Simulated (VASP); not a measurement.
GdN:

```
CELL_PARAMETERS angstrom
0.00000 2.48655 2.48655
2.48655 0.00000 2.48655
2.48655 2.48655 0.00000
ATOMIC_POSITIONS crystal
Gd 0.50000 0.50000 0.50000
N 0.00000 0.00000 0.00000
```

Base run:

- Program: VASP 6.6.1
- Functional: r2SCAN
- Potentials or basis: VASP PAW PBE potentials, release 64 (Gd, N)
- Cutoff: 520 eV
- k mesh: 12 × 12 × 12
- Occupations: gaussian, width 0.05 eV
- Spin: collinear spin, ferromagnetic start
- Starting moments: [7.0, 0.0] μB
- Hubbard terms: Gd f U = 2.0 eV

Its results: band gap on the k mesh zero (filled and empty bands overlap); pressure 0.8 GPa; net moment 7.00 μB per cell; site moments Gd +6.81; N -0.13 μB.

The run is repeated on the same cell with these changes: hubbard terms from Gd f U = 2.0 eV to none; further incar settings from ALGO = Normal; EDIFF = 1e-07; NBANDS = 22 to ALGO = Normal; EDIFF = 1e-06; NBANDS = 22. What comes out?

Band gap on the k mesh zero (filled and empty bands overlap); pressure 0.0 GPa; net moment 7.00 μB per cell; site moments Gd +6.79; N -0.12 μB.

Caveats: the PAW data sets were made with another functional, which shifts forces and pressure a little; spin-orbit coupling is left out, which moves the levels of the heavy elements; a cell with one magnetic atom can't hold antiferromagnetic order, which such compounds often take; semilocal functionals describe open f shells poorly, which spoils levels, moments and volumes (at least some runs).
